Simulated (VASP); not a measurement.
A run of VASP 6.6.1 is set up as follows.

The input INCAR:

```
PREC = Accurate ; ENCUT = 600
EDIFF = 1E-6 ; ISMEAR = 0
SIGMA = 0.02 ; LREAL = False
LASPH = True ; NELM = 60
ALGO = Normal ; ISIF = 3
LWAVE = False ; LCHARG = False
GGA = PE ; IBRION = 2
NSW = 100 ; EDIFFG = -0.01
```

Contents of KPOINTS:

```
regular mesh
0
Gamma
  10 10 8
```

File POSCAR:

```
BeS
1.0
    1.5860399465     -6.8795579458      0.0000000000
    1.5860399465      6.8795579458      0.0000000000
    0.0000000000      0.0000000000      3.1721881258
Be S
2 2
Direct
    0.6923784183      0.3076215817      0.7500000000
    0.3076215817      0.6923784183      0.2500000000
    0.8445927544      0.1554072456      0.7500000000
    0.1554072456      0.8445927544      0.2500000000
```

Potentials or basis: VASP PAW PBE potentials, release 64 (Be, S).

Run with:

```bash
$ cat potpaw_PBE.64/Be/POTCAR potpaw_PBE.64/S/POTCAR > POTCAR
$ mpirun -np 1 vasp_std > vasp.out
```

(1) Estimate the relaxed cell.

(2) Predict the relaxed volume.

Answers

(1) a = 7.069 Å, b = 7.069 Å, c = 3.173 Å, α = 90.00°, β = 90.00°, γ = 154.06°.

(2) 17.34 Å³/atom.
